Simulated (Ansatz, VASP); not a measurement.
**One calculation of Te2Mo, two programs**

File POSCAR:

```
Te2Mo
1.0
    3.4178235014      0.0000000000      0.0000000000
   -1.7089117507      2.9599219779      0.0000000000
    0.0000000000      0.0000000000     17.5240578200
Te Mo
2 1
Direct
    0.3333333333      0.6666666667      0.8978554500
    0.3333333333      0.6666666667      0.1021445500
    0.0000000000      0.0000000000      0.0000000000
```

File INCAR.step1:

```
ALGO = Normal ; EDIFF = 1E-4
ENCUT = 520 ; GGA = PE
ISMEAR = 0 ; LASPH = T
LCHARG = F ; LREAL = F
LWAVE = T ; NBANDS = 20
NELM = 100 ; PREC = Accurate
SIGMA = 0.05
```

The input INCAR.step2:

```
ALGO = Normal ; EDIFF = 1E-7
ENCUT = 520 ; ISIF = 2
ISMEAR = 0 ; ISTART = 1
LASPH = T ; LCHARG = F
LMIXTAU = T ; LREAL = F
LWAVE = F ; METAGGA = R2SCAN
NBANDS = 20 ; NELM = 100
PREC = Accurate ; SIGMA = 0.05
```

The input KPOINTS:

```
k-points
0
Gamma
  12 12 2
```

Input for Ansatz:

```yaml
crystal:
  lattice:
    - [3.4178235014, 0.0, 0.0]
    - [-1.7089117507, 2.9599219779, 0.0]
    - [0.0, 0.0, 17.52405782]
  atoms:
    - { symbol: Te, position: [0.3333333333, 0.6666666667, 0.89785545] }
    - { symbol: Te, position: [0.3333333333, 0.6666666667, 0.10214455] }
    - { symbol: Mo, position: [0.0, 0.0, 0.0] }
basis:
  ecutwfc: 500
kpoints:
  mp_grid: { grid: [12, 12, 2] }
hamiltonian:
  xc: r2scan
scf:
  occupations: { method: gaussian, width: 0.05 }
output:
  forces: true
  stress: true
  eigenvalues: true
```

Change from the starting cell: strain -0.040 along x and y, +0.000 along z, atoms carried along.

Alike in both runs: task single point; functional r2SCAN; k mesh 12 × 12 × 2; occupations gaussian, width 0.05 eV; no spin polarisation.

|  | VASP | Ansatz |
| --- | --- | --- |
| version | VASP 6.6.1 | Ansatz 0.2.0 |
| potentials or method | VASP PAW PBE potentials, release 64 (Te, Mo_sv), cutoff 520 eV | scalar-relativistic, plane waves, PAW |
| valence electrons in the cell | 26 | 46 |

VASP gave:

```
gap on the k mesh at the Fermi level (eV) : 1.45
least direct gap on the mesh (eV)         : 1.45
rms of the force components (eV/Å)        : 0.406
```

Problem. Which values does Ansatz return?

Solution. gap on the k mesh at the Fermi level (eV): 1.44; least direct gap on the mesh (eV): 1.45; rms of the force components (eV/Å): 0.392.

VASP's potentials were made for PBE, not for r2SCAN. Atom by atom the forces differ by 0.014 eV/Å (rms over components). With one functional, cell and mesh, what is left measures potentials, basis and numerics. VASP's potentials hold 26 valence electrons a cell and Ansatz's 46, so a difference there can come from the potentials and not from the codes.

Neither program's run includes spin-orbit coupling.
